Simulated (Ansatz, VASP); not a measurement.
## Ru: VASP beside Ansatz

File INCAR:

```
SYSTEM = Ru
PREC = Accurate
ENCUT = 520
EDIFF = 1E-6
ISMEAR = 0
SIGMA = 0.15
LREAL = .False.
LASPH = .True.
NELM = 80
ALGO = Fast
ISIF = 2
LWAVE = .False.
LCHARG = .False.
GGA = PE
NBANDS = 13
```

File KPOINTS:

```
regular mesh
0
Gamma
  20 20 20
  0 0 0
```

File POSCAR:

```
Ru
1.0
    0.0666779414      1.9622365605      1.9622365605
    1.9622365605      0.0666779414      1.9622365605
    1.9622365605      1.9622365605      0.0666779414
Ru
1
Direct
    0.0000000000      0.0000000000      0.0000000000
```

Input for Ansatz:

```yaml
crystal:
  lattice:
    - [0.0666779414, 1.9622365605, 1.9622365605]
    - [1.9622365605, 0.0666779414, 1.9622365605]
    - [1.9622365605, 1.9622365605, 0.0666779414]
  atoms:
    - { symbol: Ru, position: [0.0, 0.0, 0.0] }
basis:
  ecutwfc: 420
kpoints:
  mp_grid: { grid: [20, 20, 20] }
hamiltonian:
  xc: pbe
scf:
  occupations: { method: gaussian, width: 0.15 }
output:
  forces: true
  stress: true
  eigenvalues: true
```

Change from the starting cell: equal engineering shear yz, xz and xy +0.0350, equal normal strain along x, y and z +0.0125.

Alike in both runs: task single point; functional PBE; k mesh 20 × 20 × 20; occupations gaussian, width 0.15 eV; no spin polarisation.

|  | VASP | Ansatz |
| --- | --- | --- |
| version | VASP 6.6.1 | Ansatz 0.2.0 |
| potentials or method | VASP PAW PBE potentials, release 64 (Ru_pv), cutoff 520 eV | scalar-relativistic, plane waves, PAW |
| valence electrons in the cell | 14 | 16 |

Ansatz gave:

* gap on the k mesh at the Fermi level (eV): none
* pressure (GPa): -9.0
* traceless stress, the component that is largest in VASP (GPa): -7.16

What did VASP give for the same quantities?

gap on the k mesh at the Fermi level (eV): none; pressure (GPa): -9.3; traceless stress, the component that is largest in VASP (GPa): -7.15.

A gap of «none» marks a metal or a gap that the smearing closes. VASP's potentials hold 14 valence electrons a cell and Ansatz's 16, so a difference there can come from the potentials and not from the codes.
